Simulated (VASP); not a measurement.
**Pt: single point with LDA**

The system is Pt.

```
CELL_PARAMETERS angstrom
0.00000 1.94743 1.94743
1.94743 0.00000 1.94743
1.94743 1.94743 0.00000
ATOMIC_POSITIONS crystal
Pt 0.00000 0.00000 0.00000
```

| Item | Value |
| --- | --- |
| Program | VASP 6.6.1 |
| Task | single point |
| Functional | LDA |
| Potentials or basis | VASP PAW LDA potentials, release 64 (Pt) |
| Cutoff | 520 eV |
| k mesh | 14 × 14 × 14 |
| Occupations | gaussian, width 1 eV |
| Spin | no spin polarisation |

```
Pressure               : 3.9 GPa
Band gap on the k mesh : zero (band 5 reaches 12.08 eV, above the bottom of band 6 at 9.75 eV)
```

Levels at points of the mesh, in eV from the Fermi level:
```
           k point  band 2  band 3  band 4  band 5  band 6  band 7  band 8  band 9
(0.00, 0.00, 0.00)   -4.09   -4.09   -4.09   -1.84   -1.84   14.41   19.44   19.44
(0.50, 0.00, 0.00)   -4.16   -4.16   -0.72   -0.10   -0.10    5.84   13.98   18.88
(0.50, 0.50, 0.00)   -7.02   -0.13    0.37    0.37    1.57    8.94   11.25   11.25
```

Run time: 25 s on 1 thread of Intel Xeon 8259CL, on a shared host, peak memory 0.13 GiB.

Caveat: spin-orbit coupling is left out, which moves the levels of the heavy elements.
